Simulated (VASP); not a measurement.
A run of VASP 6.6.1:

INCAR

```
SYSTEM = Cr
ALGO = Normal
EDIFF = 1E-7
ENCUT = 520
GGA = PE
ISIF = 2
ISMEAR = -1
ISPIN = 2
LASPH = .TRUE.
LCHARG = .FALSE.
LMAXMIX = 4
LORBIT = 11
LREAL = .FALSE.
LWAVE = .FALSE.
MAGMOM = 2.1
NBANDS = 16
NELM = 150
PREC = Accurate
SIGMA = 0.1
```

Contents of KPOINTS:

```
k-points
0
G
  16 16 16
  0 0 0
```

File POSCAR:

```
Cr
1.0
   -1.4702307093      1.4702307093      1.4702307093
    1.4702307093     -1.4702307093      1.4702307093
    1.4702307093      1.4702307093     -1.4702307093
Cr
1
Direct
    0.0000000000      0.0000000000      0.0000000000
```

Potentials or basis: VASP PAW PBE potentials, release 64 (Cr_pv).

Launch:

```console
$ cat potpaw_PBE.64/Cr_pv/POTCAR > POTCAR
$ mpirun -np 1 vasp_std > vasp.out
```

Hardware: 1 thread of AMD EPYC 7R13, with other jobs on the host.

Q: How long does it take, and how much memory?

A: Run time: 110 s on 1 thread of AMD EPYC 7R13 (shared host), peak memory 0.13 GiB. Counts: scf iterations 14, k points 145.
